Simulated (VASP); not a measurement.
Input of a VASP 6.6.1 run:

The input INCAR:

```
SYSTEM = AlGa3N4
PREC = Accurate
ENCUT = 520
EDIFF = 1E-6
ISMEAR = 0
SIGMA = 0.05
LREAL = .False.
LASPH = .True.
NELM = 60
ALGO = Normal
ISIF = 2
LWAVE = .False.
LCHARG = .True.
GGA = PS
LELF = .True.
LVHAR = .True.
NBANDS = 41
```

KPOINTS

```
regular mesh
0
Gamma
  6 6 6
  0 0 0
```

The input POSCAR:

```
AlGa3N4
1.0
    4.4675774128      0.0000000000      0.0000000000
    0.0000000000      4.4675774128      0.0000000000
    0.0000000000      0.0000000000      4.4675774128
Al Ga N
1 3 4
Direct
   -0.0000008510     -0.0000029365      0.0037056965
    0.4447125130      0.4999992294      0.0023768069
    0.5552869819     -0.0000018834      0.5010989598
   -0.0000005458      0.4999990277      0.5011004917
    0.7515714265      0.7345139786      0.2204146659
    0.7585248231      0.2585489767      0.7646321015
    0.2414840559      0.7755906895      0.7305019119
    0.2484265649      0.2313700625      0.2545337188
```

Potentials or basis: VASP PAW PBE potentials, release 64 (Al, Ga_d, N).

Launch:

```console
$ cat potpaw_PBE.64/Al/POTCAR potpaw_PBE.64/Ga_d/POTCAR potpaw_PBE.64/N/POTCAR > POTCAR
$ mpirun -np 1 vasp_std > vasp.out
```

Task: What does it give for the largest force?

Result: 2.317 eV/Å.

Task: Estimate the band gap on the k mesh.

Result: 2.08 eV, direct.

Task: What does it give for the pressure?

Result: -0.4 GPa.

Stress tensor (GPa, compression positive):
```
-1.98  2.21 -0.24
 2.21  0.55 -0.06
-0.24 -0.06  0.26
```

Caveat: the cell differs from its parent crystal (mode 4 frozen in at -0.247 Å and mode 15 at -0.040 Å (largest displacements)); the PAW data sets were made with another functional, which shifts forces and pressure a little.
